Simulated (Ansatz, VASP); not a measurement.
Two plane-wave programs on P

```
P
1.0
     1.65500   -5.25000    0.00000
     1.65500    5.25000    0.00000
     0.00000    0.00000    4.38000
P
4
Direct
  0.10220 0.89780 0.92035
  0.60220 0.39780 0.57965
  0.89780 0.10220 0.07965
  0.39780 0.60220 0.42035
```

Alike in both runs: functional PBE; k mesh 9 × 9 × 6; occupations fermi-dirac, width 0.05 eV; no spin polarisation.

Ansatz relaxed the structure, and its values are those at the end. VASP's run is a single point on that final structure, the one shown.

```csv
,VASP,Ansatz
version,VASP 6.6.1,Ansatz 0.2.0
potentials or method,"VASP PAW PBE potentials, release 64 (P)","plane-wave PAW, scalar-relativistic"
plane-wave cutoff (eV),520,420
valence electrons in the cell,20,20
```

VASP gave:

```
pressure (GPa)                     : 1.3
rms of the force components (eV/Å) : 0.037
```

Q: Estimate Ansatz's values.

A: Pressure (GPa): 1.6; rms of the force components (eV/Å): 0.007.

Ansatz's warnings: stress scf threshold loose.
